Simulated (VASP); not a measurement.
Here is a VASP 6.6.1 calculation.

INCAR

```
SYSTEM = Au
PREC = Accurate ; ENCUT = 520
EDIFF = 1E-8 ; ISMEAR = -1
SIGMA = 0.03 ; LREAL = .False.
LASPH = .True. ; NELM = 100
ALGO = Normal ; ISIF = 2
LWAVE = .False. ; LCHARG = .False.
GGA = PS ; LEFG = .True.
NBANDS = 18
```

File KPOINTS:

```
regular mesh
0
Gamma
  14 14 8
  0 0 0
```

POSCAR

```
Au
1.0
    2.8129984581      0.0000000000      0.0000000000
   -1.4064992290      2.4361281256      0.0000000000
    0.0000000000      0.0000000000      4.8800000000
Au
2
Direct
    0.3333333333      0.6666666667      0.7500000000
    0.6666666667      0.3333333333      0.2500000000
```

Potentials or basis: VASP PAW PBE potentials, release 64 (Au).

The run is started by

```console
$ cat potpaw_PBE.64/Au/POTCAR > POTCAR
$ mpirun -np 1 vasp_std > vasp.out
```

Problem. Predict the pressure.

Solution. 3.5 GPa.

Problem. What does it give for the band gap on the k mesh?

Solution. Zero (band 11 reaches 13.68 eV, above the bottom of band 12 at 6.94 eV).

Electric field gradients, principal values (V/Å²):
| atom | least | middle | greatest (by size) |
| --- | --- | --- | --- |
| 1 Au | -26.511 | -26.511 | 53.022 |
| 2 Au | -26.511 | -26.511 | 53.022 |

Caveat: the cell differs from its parent crystal (equal xx and yy strain of -3 %); without QUAD_EFG the Cq values of the log hold for a quadrupole moment of 1 mb, not for the nuclei; the PAW data sets were made with another functional, which shifts forces and pressure a little; spin-orbit coupling is left out, which moves the levels of the heavy elements.
